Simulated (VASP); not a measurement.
A run of VASP 6.6.1 is set up as follows.

The input INCAR:

```
SYSTEM = Al3BAs4
ALGO = Normal
EDIFF = 1E-6
EDIFFG = -0.01
ENCUT = 600
GGA = PE
IBRION = 2
ISIF = 3
ISMEAR = 0
LASPH = .True.
LCHARG = .False.
LREAL = .False.
LWAVE = .False.
NELM = 100
NSW = 100
PREC = Accurate
SIGMA = 0.02
```

The input KPOINTS:

```
k-points
0
Gamma
  8 8 8
  0 0 0
```

The input POSCAR:

```
Al3BAs4
1.0
    5.5086161646      0.0000000000      0.0000000000
    0.0000000000      5.5086161646      0.0000000000
    0.0000000000      0.0000000000      5.5086161646
Al B As
3 1 4
Direct
    0.5000000000      0.0000000000      0.5000000000
    0.5000000000      0.5000000000      0.0000000000
    0.0000000000      0.5000000000      0.5000000000
    0.0000000000      0.0000000000      0.0000000000
    0.2278959235      0.7721040765      0.7721040765
    0.2278959235      0.2278959235      0.2278959235
    0.7721040765      0.7721040765      0.2278959235
    0.7721040765      0.2278959235      0.7721040765
```

Potentials or basis: VASP PAW PBE potentials, release 64 (Al, B, As).

Launch:

```console
$ cat potpaw_PBE.64/Al/POTCAR potpaw_PBE.64/B/POTCAR potpaw_PBE.64/As/POTCAR > POTCAR
$ mpirun -np 1 vasp_std > vasp.out
```

Question: What does it give for the space group after relaxing (to 0.1 Å)?

Answer: P-43m (No. 215).

Question: What does it give for the band gap on the k mesh?

Answer: 0.53 eV (least direct gap 1.10 eV).

Final structure:
```
Al B As
1.0
     5.51408    0.00000    0.00000
     0.00000    5.51408    0.00000
     0.00000    0.00000    5.51408
Al B As
3 1 4
Direct
  0.50000 0.00000 0.50000
  0.50000 0.50000 0.00000
  0.00000 0.50000 0.50000
  0.00000 0.00000 0.00000
  0.22785 0.77215 0.77215
  0.22785 0.22785 0.22785
  0.77215 0.77215 0.22785
  0.77215 0.22785 0.77215
```

A k mesh can miss the band edges.
